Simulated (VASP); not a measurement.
Here is a VASP 6.6.1 calculation.

INCAR

```
PREC = Accurate
ENCUT = 520
EDIFF = 1E-7
ISMEAR = 0
SIGMA = 0.15
LREAL = False
LASPH = True
NELM = 100
ALGO = Fast
ISIF = 2
LWAVE = False
LCHARG = False
GGA = CA
NBANDS = 18
```

Contents of KPOINTS:

```
regular mesh
0
Gamma
  12 12 12
```

The input POSCAR:

```
Al3Cu
1.0
    3.7222871517      0.0000000000      0.0000000000
    0.0000000000      3.7222871517      0.0000000000
    0.0000000000      0.0000000000      4.4652556672
Al Cu
3 1
Direct
    0.0000000000      0.5000000000      0.5000000000
    0.5000000000      0.0000000000      0.5000000000
    0.5000000000      0.5000000000      0.0000000000
    0.0000000000      0.0000000000      0.0000000000
```

Potentials or basis: VASP PAW LDA potentials, release 64 (Al, Cu).

Launch:

```sh
$ cat potpaw_LDA.64/Al/POTCAR potpaw_LDA.64/Cu/POTCAR > POTCAR
$ mpirun -np 1 vasp_std > vasp.out
```

Q: Estimate the pressure.

A: -4.0 GPa.

Q: Predict the band gap on the k mesh.

A: Zero (band 10 reaches 9.83 eV, above the bottom of band 11 at 5.63 eV).

Stress tensor (GPa, compression positive):
```
  0.41   0.00   0.00
  0.00   0.41   0.00
  0.00   0.00 -12.81
```
